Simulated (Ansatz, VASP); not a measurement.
**Ge: VASP beside Ansatz**

INCAR

```
ALGO     = Fast           # electronic algorithm
EDIFF    = 1E-6           # SCF threshold, eV
ENCUT    = 520            # plane-wave cutoff, eV
GGA      = CA             # functional
ISIF     = 2              # what is computed and relaxed
ISMEAR   = 0              # smearing method
LASPH    = True           # aspherical terms in the spheres
LCHARG   = False          # write CHGCAR
LREAL    = False          # projectors in reciprocal space
LWAVE    = False          # write WAVECAR
NBANDS   = 66             # bands
NELM     = 100            # most SCF steps
PREC     = Accurate       # precision mode
SIGMA    = 0.15           # smearing width, eV
```

KPOINTS

```
k-points
0
Gamma
  9 9 9
```

Contents of POSCAR:

```
Ge
1.0
    5.1241000000      2.9584005144      1.7502000000
   -5.1241000000      2.9584005144      1.7502000000
    0.0000000000     -5.9168010287      1.7502000000
Ge
8
Direct
    0.7160372198      0.7160372198      0.7160372198
    0.2839627802      0.2839627802      0.2839627802
    0.0289443365      0.7253625346      0.5322921793
    0.5322921793      0.0289443365      0.7253625346
    0.7253625346      0.5322921793      0.0289443365
    0.9710556635      0.2746374654      0.4677078207
    0.4677078207      0.9710556635      0.2746374654
    0.2746374654      0.4677078207      0.9710556635
```

Input for Ansatz:

```yaml
crystal:
  lattice:
    - [5.1241, 2.9584005144, 1.7502]
    - [-5.1241, 2.9584005144, 1.7502]
    - [0.0, -5.9168010287, 1.7502]
  atoms:
    - { symbol: Ge, position: [0.7160372198, 0.7160372198, 0.7160372198] }
    - { symbol: Ge, position: [0.2839627802, 0.2839627802, 0.2839627802] }
    - { symbol: Ge, position: [0.0289443365, 0.7253625346, 0.5322921793] }
    - { symbol: Ge, position: [0.5322921793, 0.0289443365, 0.7253625346] }
    - { symbol: Ge, position: [0.7253625346, 0.5322921793, 0.0289443365] }
    - { symbol: Ge, position: [0.9710556635, 0.2746374654, 0.4677078207] }
    - { symbol: Ge, position: [0.4677078207, 0.9710556635, 0.2746374654] }
    - { symbol: Ge, position: [0.2746374654, 0.4677078207, 0.9710556635] }
basis:
  ecutwfc: 420
kpoints:
  mp_grid: { grid: [9, 9, 9] }
hamiltonian:
  xc: lda
  pseudopotentials: { kind: paw, azcp: { folder: soft_1 } }
scf:
  occupations: { method: gaussian, width: 0.15 }
output:
  forces: true
  stress: true
  eigenvalues: true
```

Alike in both runs: task single point; functional LDA; k mesh 9 × 9 × 9; occupations gaussian, width 0.15 eV; no spin polarisation.

```csv
,VASP,Ansatz
version,VASP 6.6.1,Ansatz 0.2.0
potentials or method,"VASP PAW LDA potentials, release 64 (Ge_d), cutoff 520 eV","scalar-relativistic, plane waves, PAW"
valence electrons in the cell,112,112
```

|  | VASP | Ansatz | Ansatz less VASP |
| --- | --- | --- | --- |
| gap on the k mesh at the Fermi level (eV) | none | none | - |
| pressure (GPa) | 2.5 | 2.5 | +0.03 |
| traceless stress, the component that is largest in VASP (GPa) | 12.24 | 12.15 | -0.094 |
| rms of the force components (eV/Å) | 0.845 | 0.837 | -0.0086 |

Ansatz warns that its potentials were made for another functional, while VASP's fit it. LDA's correlation is that of Perdew and Zunger in VASP and of Perdew and Wang (1992) in Ansatz. Atom by atom the forces differ by 0.010 eV/Å (rms over components). A gap of «none» marks a metal or a gap that the smearing closes.
